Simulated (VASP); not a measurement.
Here is a VASP 6.6.1 calculation.

INCAR

```
SYSTEM = TaC
  PREC = Accurate
  ENCUT = 600
  EDIFF = 1E-6
  ISMEAR = 0
  SIGMA = 0.05
  LREAL = .False.
  LASPH = .True.
  NELM = 120
  ALGO = Normal
  ISIF = 2
  LWAVE = .False.
  LCHARG = .False.
  GGA = CA
  NBANDS = 14
  GGA_COMPAT = .False.
```

KPOINTS

```
Automatic mesh
0
Gamma
  10 10 10
  0 0 0
```

File POSCAR:

```
TaC
1.0
    0.0000000000      2.1767135451      2.1767135451
    2.1767135451      0.0000000000      2.1767135451
    2.1767135451      2.1767135451      0.0000000000
Ta C
1 1
Direct
    0.0000000000      0.0000000000      0.0000000000
    0.5000000000      0.5000000000      0.5000000000
```

Potentials or basis: VASP PAW LDA potentials, release 64 (Ta_pv, C).

Command:

```console
$ cat potpaw_LDA.64/Ta_pv/POTCAR potpaw_LDA.64/C/POTCAR > POTCAR
$ mpirun -np 1 vasp_std > vasp.out
```

Task: What does it give for the pressure?

Result: 18.1 GPa.

Task: Estimate the band gap on the k mesh.

Result: Zero (an odd number of electrons rules out a gap without spin polarisation).

Caveat: the cell stands under pressure; spin-orbit coupling is left out, which moves the levels of the heavy elements.
